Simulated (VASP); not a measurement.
# TaSi2 in VASP: notebook, part 2 of 2

VASP 6.6.1. Earlier steps stand in the parts before.

**3. Relaxation of cell and atoms, PBE**

This run uses another cell than the first one, of 15.84 Å³/atom, 1.080 times its volume.

INCAR reads:

```
PREC = Accurate
ENCUT = 600
EDIFF = 1E-6
ISMEAR = 0
SIGMA = 0.1
LREAL = F
LASPH = T
NELM = 60
ALGO = Normal
ISIF = 3
LWAVE = F
LCHARG = F
GGA = PE
IBRION = 2
NSW = 90
EDIFFG = -0.04
ISYM = 0
```

KPOINTS reads:

```
Automatic mesh
0
Gamma
  3 3 3
```

POSCAR reads:

```
TaSi2
1.0
    5.2139890000      0.1474260000      0.2370450000
    0.1474260000      5.2754310000     -0.1619820000
    0.2370450000     -0.1619820000      5.2018250000
Ta Si
3 6
Direct
    0.6776033107      0.1414926833      0.1651089908
    0.9480257960      0.2677691628      0.6472451322
    0.4146618265      0.5785395582      0.5227965095
    0.2344597063      0.4370176395      0.0471342585
    0.6019473044      0.6365119459      0.0088454593
    0.9668823607      0.7770898637      0.8273527054
    0.4536010890      0.0859265891      0.6970628279
    0.1909347515      0.9401486371      0.2192506526
    0.9055857781      0.6487977735      0.2805121098
```

Potentials or basis: VASP PAW PBE potentials, release 64 (Ta_pv, Si).

Started as:

```console
$ cat potpaw_PBE.64/Ta_pv/POTCAR potpaw_PBE.64/Si/POTCAR > POTCAR
$ mpirun -np 1 vasp_std > vasp.out
```

OUTCAR:

```text
PREC = Accurate
   ENCUT = 600
   EDIFF = 1E-6
   ISMEAR = 0
   LREAL = F
   LASPH = T
   NELM = 60
   ISIF = 3
   GGA = PE
   IBRION = 2
   NSW = 90
   EDIFFG = -0.04
   ISYM = 0

 ion  position               nearest neighbor table
   1  0.678  0.141  0.165-   5 2.80   5 2.80   7 2.80   8 2.81   6 2.81   4 2.85   8 2.87   9 2.92
                             7 2.95   9 3.04   2 3.05   2 3.06   3 3.06
   2  0.948  0.268  0.647-   7 2.80   7 2.80   4 2.80   6 2.80   6 2.81   9 2.87   8 2.89   5 3.03
                             1 3.05   3 3.05   1 3.06   3 3.29
   3  0.415  0.579  0.523-   7 2.80   5 2.80   4 2.80   5 2.81   9 2.81   7 2.81   6 2.82   8 2.82
                             4 2.96   2 3.05   9 3.06   1 3.06   2 3.29
   4  0.234  0.437  0.047-   9 2.22   5 2.24   6 2.60   7 2.66   8 2.74   3 2.80   2 2.80   8 2.84
                             1 2.85   3 2.96
   5  0.602  0.637  0.009-   9 2.22   6 2.23   4 2.24   8 2.71   1 2.80   3 2.80   1 2.80   3 2.81
                             2 3.03   7 3.06
   6  0.967  0.777  0.827-   5 2.23   9 2.49   8 2.57   4 2.60   2 2.80   1 2.81   2 2.81   3 2.82
                             9 2.94   7 3.14
   7  0.454  0.086  0.697-   4 2.66   2 2.80   2 2.80   3 2.80   1 2.80   3 2.81   1 2.95   8 3.03
                             5 3.06   8 3.09   6 3.14
   8  0.191  0.940  0.219-   9 2.22   6 2.57   5 2.71   4 2.74   1 2.81   3 2.82   4 2.84   1 2.87
                             2 2.89   7 3.03   7 3.09
   9  0.906  0.649  0.281-   8 2.22   5 2.22   4 2.22   6 2.49   3 2.81   2 2.87   1 2.92   6 2.94
                             1 3.04   3 3.06

[... 157 lines left out ...]
  -------------------------------------------------------------------------------------
  Total        6.2489813     -6.5960268     -4.4073397      4.9939597     -2.0629057      0.0621704
  in kB       70.2476563    -74.1489537    -49.5449213     56.1393844    -23.1900664      0.6988860
  external PRESSURE =     -17.8154062 kB  Pullay stress =       0.0000000 kB
[... 110 lines left out ...]
  FREE ENERGIE OF THE ION-ELECTRON SYSTEM (eV)
  ---------------------------------------------------
  free  energy   TOTEN  =       -67.8931963394 eV

  energy  without entropy=      -67.8778842959  energy(sigma->0) =      -67.88554032

[... ionic steps 4 to 42 ...]

--------------------------------------- Ionic step       43  -------------------------------------------

 number of electron      56.9999999 magnetization

------------------------ aborting loop because EDIFF is reached ----------------------------------------
[... 81 lines left out ...]
--------------------------------------- Ionic step       45  -------------------------------------------

 number of electron      56.9999999 magnetization

 Free energy of the ion-electron system (eV)
  ---------------------------------------------------
  ext. energy  EPLUGINS =         0.00000000
  ---------------------------------------------------
  free energy    TOTEN  =       -69.13928536 eV

  energy without entropy =      -69.12494828  energy(sigma->0) =      -69.13211682

 E-fermi :   8.4835     XC(G=0): -11.7491

 val. band max:        8.4643489002   @ k =  -0.3333  -0.3333   0.3333
 cond. band min:       8.5474851551   @ k =  -0.3333   0.3333   0.0000
 fundamental gap:      0.0831362549
 Fermi energy:         8.4834748754

 k-point     1 :       0.0000    0.0000    0.0000
  band No.  band energies     occupation
      1     -26.1444      2.00000
      2     -26.0599      2.00000
      3     -26.0340      2.00000
      4     -26.0255      2.00000
      5     -25.9706      2.00000
      6     -25.8269      2.00000
[... 543 lines left out ...]
  FREE ENERGIE OF THE ION-ELECTRON SYSTEM (eV)
  ---------------------------------------------------
  free  energy   TOTEN  =       -69.1392853560 eV

  energy  without entropy=      -69.1249482761  energy(sigma->0) =      -69.13211682

 reached required accuracy - stopping structural energy minimisation
```

Wall time 29 min (1 thread of Intel Xeon Platinum 8488C (Sapphire Rapids), shared host); peak memory 0.31 GiB.

What came out:

| Quantity | Value |
| --- | --- |
| Free energy | -69.1393 eV |
| Relaxed volume | 15.44 Å³/atom |
| Relaxed cell | a = 4.916 Å, b = 4.935 Å, c = 5.771 Å, α = 93.11°, β = 87.78°, γ = 84.22° |
| Space group after relaxing (to 0.05 Å) | P1 (No. 1) |
| Energy gained by relaxing | 397.2 meV/atom |
| Ionic steps | 45 |
| Pressure after relaxing | 0.0 GPa |
| Largest force after relaxing | 0.031 eV/Å |

Forces on the atoms (eV/Å):
```
Ta   0.010  0.001 -0.005
Ta   0.004 -0.008  0.002
Ta  -0.010  0.002  0.002
Si   0.020  0.005  0.007
Si   0.006 -0.001 -0.018
Si  -0.001  0.000 -0.016
Si  -0.011 -0.006  0.003
Si  -0.003  0.003 -0.002
Si  -0.014  0.004  0.027
```

The path:
```tsv
step	energy change (eV)	largest force (eV/Å)	pressure (GPa)	volume (Å³)
1	0.0000	4.5762	-1.78	142.52
3	-2.3283	1.2825	-0.31	137.16
5	-2.8259	0.9458	2.92	135.00
7	-2.9955	0.5421	-2.60	139.64
9	-3.0717	0.3917	0.91	136.67
11	-3.1084	0.3498	-0.59	138.04
13	-3.1376	0.2845	0.81	137.04
15	-3.1629	0.3460	-1.03	138.58
17	-3.1937	0.4013	0.37	137.32
19	-3.2392	0.3530	0.03	137.51
21	-3.3357	0.6021	-0.11	137.95
23	-3.4053	0.7769	1.05	137.88
25	-3.4507	0.5315	-0.08	138.55
27	-3.5051	0.2805	0.26	138.48
29	-3.5260	0.1708	0.09	138.65
31	-3.5328	0.1227	-0.09	138.82
33	-3.5418	0.0975	0.01	138.75
35	-3.5488	0.1811	0.00	138.78
37	-3.5634	0.1741	-0.03	138.90
39	-3.5709	0.1043	0.12	138.83
41	-3.5732	0.0477	-0.34	139.23
43	-3.5740	0.0505	0.13	138.85
45	-3.5744	0.0313	0.01	138.94
```

Final structure:
```yaml
crystal:
  lattice:
    - [4.90766, 0.25399, 0.11427]
    - [0.24696, 4.92594, -0.17355]
    - [0.09530, -0.11518, 5.76886]
  atoms:
    - { symbol: Ta, position: [0.70820, 0.10127, 0.14384] }
    - { symbol: Ta, position: [0.91096, 0.31501, 0.67897] }
    - { symbol: Ta, position: [0.42206, 0.56097, 0.44517] }
    - { symbol: Si, position: [0.20008, 0.33761, 0.04401] }
    - { symbol: Si, position: [0.55203, 0.65476, 0.92916] }
    - { symbol: Si, position: [0.03879, 0.79081, 0.82260] }
    - { symbol: Si, position: [0.45835, 0.08629, 0.69021] }
    - { symbol: Si, position: [0.19031, 0.03277, 0.34028] }
    - { symbol: Si, position: [0.91291, 0.63382, 0.32107] }
```

Caveat: the k points lie up to 0.43 Å⁻¹ apart in the final cell; spin-orbit coupling is left out, which moves the levels of the heavy elements.
